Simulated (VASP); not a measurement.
# BN (Fmm2) in VASP: single point with PBEsol

Aim: the single point of BN with PBEsol.

Everything below comes from runs of VASP 6.6.1. Logs are shortened: lines on timing, memory, paths and dates and some standing lists are left out, and cuts for length are marked.

**1. The cell of the first run**

It takes space group Fmm2 (No. 42, orthorhombic). The conventional cell has a = 2.503 Å, b = 6.991 Å, c = 4.332 Å, α = 90.00°, β = 90.00°, γ = 90.00°. Within 1.9 Å of B (site symmetry mm2) lie 3 N at 1.44 Å. N (site symmetry mm2) has 3 B at 1.44 Å within 1.9 Å.

**2. Single point, PBEsol**

File INCAR:

```
PREC = Accurate
ENCUT = 600
EDIFF = 1E-6
ISMEAR = 0
SIGMA = 0.01
LREAL = False
LASPH = True
NELM = 120
ALGO = Normal
ISIF = 2
LWAVE = False
LCHARG = False
GGA = PS
NBANDS = 11
GGA_COMPAT = False
```

File KPOINTS:

```
regular mesh
0
Gamma
  6 6 6
```

File POSCAR:

```
BN
1.0
    0.0000000000      3.4953158300      2.1660912400
    1.2516321000      0.0000000000      2.1660912400
    1.2516321000      3.4953158300      0.0000000000
B N
1 1
Direct
    0.0000486498      0.0000486498      0.9999513502
    0.6666513411      0.6666513411      0.3333486589
```

Potentials or basis: VASP PAW PBE potentials, release 64 (B, N).

Launch:

```bash
cat potpaw_PBE.64/B/POTCAR potpaw_PBE.64/N/POTCAR > POTCAR
mpirun -np 1 vasp_std > vasp.out
```

OUTCAR:

```text
PREC = Accurate
   ENCUT = 600
   EDIFF = 1E-6
   ISMEAR = 0
   LREAL = False
   LASPH = True
   NELM = 120
   ISIF = 2
   GGA = PS

 ion  position               nearest neighbor table
   1  0.000  0.000  1.000-   2 1.44   2 1.44   2 1.44
   2  0.667  0.667  0.333-   1 1.44   1 1.44   1 1.44

  LATTYP: Found a face centered orthorhombic cell.
 ALAT       =     2.5032642000
 B/A-ratio  =     1.7306133647
 C/A-ratio  =     2.7926064137

  Lattice vectors:

 A1 = (   0.0000000000,   3.4953158300,   2.1660912400)
 A2 = (  -1.2516321000,   3.4953158300,   0.0000000000)
 A3 = (  -1.2516321000,   0.0000000000,   2.1660912400)

Analysis of symmetry for initial positions (statically):
=====================================================================
 Subroutine PRICEL returns:
 Original cell was already a primitive cell.

 Routine SETGRP: Setting up the symmetry group for a
 face centered orthorhombic supercell.

 Subroutine GETGRP returns: Found  4 space group operations
 (whereof  4 operations were pure point group operations)
 out of a pool of  8 trial point group operations.

The static configuration has the point symmetry C_2v.

Analysis of symmetry for dynamics (positions and initial velocities):
=====================================================================
 Subroutine PRICEL returns:
 Original cell was already a primitive cell.

 Routine SETGRP: Setting up the symmetry group for a
 face centered orthorhombic supercell.

 Subroutine GETGRP returns: Found  4 space group operations
 (whereof  4 operations were pure point group operations)
 out of a pool of  8 trial point group operations.

The dynamic configuration has the point symmetry C_2v.

 Subroutine INISYM returns: Found  4 space group operations
 (whereof  4 operations are pure point group operations),
 and found     1 'primitive' translations

----------------------------------------------------------------------------------------

                                     Primitive cell

  volume of cell :      18.9526

  direct lattice vectors                    reciprocal lattice vectors
     0.000000000  3.495315830  2.166091240    -0.399478409  0.143048590  0.230830535
     1.251632100  0.000000000  2.166091240     0.399478409 -0.143048590  0.230830535
     1.251632100  3.495315830  0.000000000     0.399478409  0.143048590 -0.230830535

  length of vectors
     4.112077822  2.501706252  3.712656147     0.483041027  0.483041027  0.483041027

  position of ions in fractional coordinates (direct lattice)
     0.000048650  0.000048650  0.999951350
     0.666651341  0.666651341  0.333348659

  ion indices of the primitive-cell ions
   primitive index   ion index
                 1           1
                 2           2

----------------------------------------------------------------------------------------

 KPOINTS: regular mesh

Automatic generation of k-mesh.
 Grid dimensions read from file:
 generate k-points for:    6    6    6

 Generating k-lattice:

  Cartesian coordinates                     Fractional coordinates (reciprocal lattice)
    -0.066579735  0.023841432  0.038471756     0.166666667  0.000000000  0.000000000
     0.066579735 -0.023841432  0.038471756     0.000000000  0.166666667  0.000000000
     0.066579735  0.023841432 -0.038471756     0.000000000  0.000000000  0.166666667

  Length of vectors
     0.080506838  0.080506838  0.080506838

  Shift w.r.t. Gamma in fractional coordinates (k-lattice)
     0.000000000  0.000000000  0.000000000

 Subroutine IBZKPT returns following result:
 ===========================================

 Found     46 irreducible k-points:

 Following reciprocal coordinates:
            Coordinates               Weight
  0.000000  0.000000  0.000000      1.000000
  0.166667  0.000000 -0.000000      8.000000
  0.333333  0.000000  0.000000      8.000000
  0.500000  0.000000  0.000000      4.000000
  0.166667  0.166667  0.000000      2.000000
  0.333333  0.166667  0.000000      8.000000
[... 16 lines left out ...]
 -0.166667  0.166667  0.166667      8.000000
  0.500000  0.333333  0.166667      4.000000
 [... further k-points ...]
   k-points           NKPTS =     46   k-points in BZ     NKDIM =     46   number of bands    NBANDS=     11
   number of dos      NEDOS =    301   number of ions     NIONS =      2
   total plane-waves  NPLWV =  21600
   dimension x,y,z NGX =    36 NGY =   20 NGZ =   30
   dimension x,y,z NGXF=    72 NGYF=   40 NGZF=   60
   ions per type =               1   1
   NGX,Y,Z   is equivalent  to a cutoff of  14.55, 13.29, 13.43 a.u.
   NGXF,Y,Z  is equivalent  to a cutoff of  29.11, 26.58, 26.87 a.u.
 SYSTEM =  unknown system
   PREC   = accura    normal or accurate (medium, high low for compatibility)
   ISTART =      0    job   : 0-new  1-cont  2-samecut
   ICHARG =      2    charge: 1-file 2-atom 10-const
   ISPIN  =      1    spin polarized calculation?
   LNONCOLLINEAR =      F non collinear calculations
   LSORBIT =      F    spin-orbit coupling
   LASPH  =      T    aspherical Exc in radial PAW
   ENCUT  =  600.0 eV  44.10 Ry    6.64 a.u.   8.21  5.00  7.42*2*pi/ulx,y,z
   NELM   =    120;   NELMIN=  2; NELMDL= -5     # of ELM steps
   EDIFF  = 0.1E-05   stopping-criterion for ELM
   LREAL  =      F    real-space projection
   EDIFFG = 0.1E-04   stopping-criterion for IOM
   NSW    =      0    number of steps for IOM
   IBRION =     -1    ionic relax: 0-MD 1-quasi-New 2-CG
   NFREE  =      0    steps in history (QN), initial steepest desc. (CG)
   ISIF   =      2    stress and relaxation
   ISYM   =      2    0-nonsym 1-usesym 2-fastsym
   POTIM  = 0.5000    time-step for ionic-motion
   TEBEG  =    0.0;   TEEND  =   0.0 temperature during run
   PSTRESS=    0.0 pullay stress
   NELECT =       8.0000    total number of electrons
   NUPDOWN=      -1.0000    fix difference up-down
   EMIN   =  10.00;   EMAX   =-10.00  energy-range for DOS
   EFERMI =   0.00;   METHOD = LEGACY
   ISMEAR =     0;   SIGMA  =   0.01  broadening in eV -4-tet -1-fermi 0-gaus
   EFERMI_NEDOS =   21; number of points for ismear=-14 and -15
   IALGO  =     38    algorithm
   IMIX   =      4    mixing-type and parameters
     AMIX     =   0.40;   BMIX     =  1.00
     AMIX_MAG =   1.60;   BMIX_MAG =  1.00
  volume/ion in A,a.u.               =       9.48        63.95
  Fermi-wavevector in a.u.,A,eV,Ry     =   1.228047  2.320672 20.518928  1.508099
  Thomas-Fermi vector in A             =   2.362987
   LORBIT       =      0    0 simple, 1 ext, 2 COOP (PROOUT), +10 PAW based schemes
   GGA     = PS    functional components
   LHFCALC =     F    Hartree Fock is set to
   AEXX    =    0.0000 exact exchange contribution
   IVDW    =     0    specifies the selected vdW correction
   LEPSILON=     F    determine dielectric tensor
   LRPA    =     F    only Hartree local field effects (RPA)
 non-spin polarized calculation
 Gauss-broadening in eV      SIGMA  =   0.01
  energy-cutoff  :      600.00
  volume of cell :       18.95
 maximum number of plane-waves:       650
 NGX is ok and might be reduce to    36
   NGX = 17   NGY =  9   NGZ = 15

 number of electron       8.0000000 magnetization

 Free energy of the ion-electron system (eV)
  ---------------------------------------------------
  ext. energy  EPLUGINS =         0.00000000
  ---------------------------------------------------
  free energy    TOTEN  =       -18.28644522 eV

  energy without entropy =      -18.28644522  energy(sigma->0) =      -18.28644522

 E-fermi :   1.9554     XC(G=0):  -9.9639

 val. band max:        1.8994853223   @ k =   0.5000  -0.3333   0.1667
 cond. band min:       5.6361212284   @ k =   0.0000   0.5000   0.5000
 fundamental gap:      3.7366359061
 Fermi energy:         1.9554120604

 k-point     1 :       0.0000    0.0000    0.0000
  band No.  band energies     occupation
      1     -15.9316      2.00000
      2      -2.6129      2.00000
      3       0.5023      2.00000
      4       0.5095      2.00000
      5       6.5679      0.00000
      6      13.3652      0.00000
      7      13.4260      0.00000
      8      14.8409      0.00000
      9      16.3070      0.00000
     10      27.2596      0.00000
     11      28.4713      0.00000

 k-point     2 :       0.1667    0.0000   -0.0000
  band No.  band energies     occupation
      1     -15.3825      2.00000
      2      -2.0794      2.00000
      3      -1.4682      2.00000
      4      -0.3919      2.00000
      5       7.7191      0.00000
      6      13.0228      0.00000
      7      13.1738      0.00000
      8      15.5932      0.00000
      9      17.8666      0.00000
     10      24.1394      0.00000
     11      28.1416      0.00000

 k-point     3 :       0.3333    0.0000    0.0000
  band No.  band energies     occupation
      1     -13.9085      2.00000
      2      -5.0602      2.00000
      3      -1.7569      2.00000
      4      -0.5173      2.00000
      5       8.6858      0.00000
      6      10.8491      0.00000
      7      13.1189      0.00000
      8      19.5597      0.00000
      9      20.4241      0.00000
     10      21.0327      0.00000
     11      25.7400      0.00000

 k-point     4 :       0.5000    0.0000    0.0000
  band No.  band energies     occupation
      1     -12.7121      2.00000
      2      -7.1065      2.00000
      3      -2.3130      2.00000
      4       0.8745      2.00000
      5       6.4417      0.00000
      6      11.6511      0.00000
      7      15.0274      0.00000
      8      17.3374      0.00000
      9      21.4727      0.00000
     10      23.6294      0.00000
     11      24.9295      0.00000
[... 239 lines left out ...]
 k-point    22 :      -0.3333    0.1667    0.1667
  band No.  band energies     occupation
      1     -12.7840      2.00000
      2      -6.2820      2.00000
      3      -3.4811      2.00000
      4       0.4923      2.00000
      5       7.1986      0.00000
      6      13.6364      0.00000
      7      14.9860      0.00000
      8      16.9387      0.00000
      9      19.6890      0.00000
     10      22.2916      0.00000
     11      23.5573      0.00000

 k-point    23 :      -0.1667    0.1667    0.1667
  band No.  band energies     occupation
      1     -12.8403      2.00000
      2      -6.2604      2.00000
      3      -3.4677      2.00000
      4       1.0363      2.00000
      5       7.1047      0.00000
      6      12.1169      0.00000
      7      14.9046      0.00000
      8      16.1804      0.00000
      9      19.6631      0.00000
     10      23.1863      0.00000
     11      24.2959      0.00000

 k-point    24 :       0.5000    0.3333    0.1667
  band No.  band energies     occupation
      1     -13.9069      2.00000
      2      -5.1000      2.00000
      3      -1.7602      2.00000
      4      -0.4993      2.00000
      5       9.0403      0.00000
      6      10.8831      0.00000
      7      13.2361      0.00000
      8      18.3516      0.00000
      9      20.4544      0.00000
     10      22.4007      0.00000
     11      25.0033      0.00000

 [... further k-points ...]
[... 5 lines left out ...]
  --------------------------------------------------------------------------------------
  -------------------------------------------------------------------------------------
  Total        0.1198304     -0.0032727      0.1237557      0.0000000      0.0000000      0.0000000
  in kB       10.1299561     -0.2766612     10.4617848      0.0000000      0.0000000      0.0000000
  external PRESSURE =       6.7716932 kB  Pullay stress =       0.0000000 kB

 VOLUME and BASIS-vectors are now :
 -----------------------------------------------------------------------------
  energy-cutoff  :      600.00
  volume of cell :       18.95
      direct lattice vectors                 reciprocal lattice vectors
     0.000000000  3.495315830  2.166091240    -0.399478409  0.143048590  0.230830535
     1.251632100  0.000000000  2.166091240     0.399478409 -0.143048590  0.230830535
     1.251632100  3.495315830  0.000000000     0.399478409  0.143048590 -0.230830535

 POSITION                                       TOTAL-FORCE (eV/Angst)
 -----------------------------------------------------------------------------------
      1.25163      3.49532      0.00021         0.000000      0.000000      0.009645
      1.25163      3.49532      2.88806         0.000000      0.000000     -0.009645
 -----------------------------------------------------------------------------------
    total drift:                                0.000004     -0.000003     -0.000065

  FREE ENERGIE OF THE ION-ELECTRON SYSTEM (eV)
  ---------------------------------------------------
  free  energy   TOTEN  =       -18.2864452210 eV

  energy  without entropy=      -18.2864452210  energy(sigma->0) =      -18.28644522
```

It took 9 s on 1 thread of Intel Xeon Platinum 8559C (Emerald Rapids), shared host; peak memory 0.15 GiB.

What came out:

| Quantity | Value |
| --- | --- |
| Free energy | -18.2864 eV |
| Pressure | 0.7 GPa |
| Largest force | 0.010 eV/Å |
| Band gap on the k mesh | 3.74 eV (least direct gap 4.49 eV) |

Forces on the atoms (eV/Å):
```
B    0.000  0.000  0.010
N    0.000  0.000 -0.010
```

Stress tensor (GPa, compression positive):
```
 1.01  0.00  0.00
 0.00 -0.03  0.00
 0.00  0.00  1.05
```

Caveat: the k points lie up to 0.51 Å⁻¹ apart; the PAW data sets were made with another functional, which shifts forces and pressure a little. A k mesh can miss the band edges.
